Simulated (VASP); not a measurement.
A run of VASP 6.6.1 is set up as follows.

File INCAR:

```
SYSTEM = AlB2N3
PREC     = Accurate       ! precision mode
ENCUT    = 600            ! plane-wave cutoff, eV
EDIFF    = 1E-6           ! SCF threshold, eV
ISMEAR   = 0              ! smearing method
SIGMA    = 0.1            ! smearing width, eV
LREAL    = .False.        ! projectors in reciprocal space
LASPH    = .True.         ! aspherical terms in the spheres
NELM     = 100            ! most SCF steps
ALGO     = Normal         ! electronic algorithm
ISIF     = 3              ! what is computed and relaxed
LWAVE    = .False.        ! write WAVECAR
LCHARG   = .False.        ! write CHGCAR
GGA      = PE             ! functional
IBRION   = 2              ! ionic algorithm
NSW      = 90             ! ionic steps
EDIFFG   = -0.04          ! ionic threshold
```

Contents of KPOINTS:

```
regular mesh
0
Gamma
  6 6 4
  0 0 0
```

POSCAR

```
AlB2N3
1.0
    4.5321249600      0.0000000000      0.0000000000
   -2.2660624800      3.9249353500      0.0000000000
    0.0000000000      0.0000000000      6.9608271300
Al B N
2 4 6
Direct
    0.3333333300      0.6666666700      0.0000000000
    0.6666666700      0.3333333300      0.0000000000
    0.0000000000      0.0000000000      0.0000000000
    0.6666666700      0.6666666700      0.5000000000
    0.3333333300      0.0000000000      0.5000000000
    0.0000000000      0.3333333300      0.5000000000
    0.3333333300      0.6666666700      0.5000000000
    0.0000000000      0.0000000000      0.5000000000
    0.6666666700      0.3333333300      0.5000000000
    0.6666666700      0.6666666700      0.0000000000
    0.3333333300      0.0000000000      0.0000000000
    0.0000000000      0.3333333300      0.0000000000
```

Potentials or basis: VASP PAW PBE potentials, release 64 (Al, B, N).

The run is started by

```sh
$ cat potpaw_PBE.64/Al/POTCAR potpaw_PBE.64/B/POTCAR potpaw_PBE.64/N/POTCAR > POTCAR
$ mpirun -np 1 vasp_std > vasp.out
```

Q: Estimate the relaxed volume.

A: 11.36 Å³/atom.

Q: What does it give for the relaxed cell?

A: a = 4.755 Å, b = 4.755 Å, c = 6.963 Å, α = 90.00°, β = 90.00°, γ = 120.00°.

Final structure:
```
Al B N
1.0
     4.75488    0.00000    0.00000
    -2.37744    4.11785    0.00000
     0.00000    0.00000    6.96280
Al B N
2 4 6
Direct
  0.33333 0.66667 0.00000
  0.66667 0.33333 0.00000
  0.00000 0.00000 0.00000
  0.66826 0.66826 0.50000
  0.33174 0.00000 0.50000
  0.00000 0.33174 0.50000
  0.33333 0.66667 0.50000
  0.00000 0.00000 0.50000
  0.66667 0.33333 0.50000
  0.70829 0.70829 0.00000
  0.29171 0.00000 0.00000
  0.00000 0.29171 0.00000
```
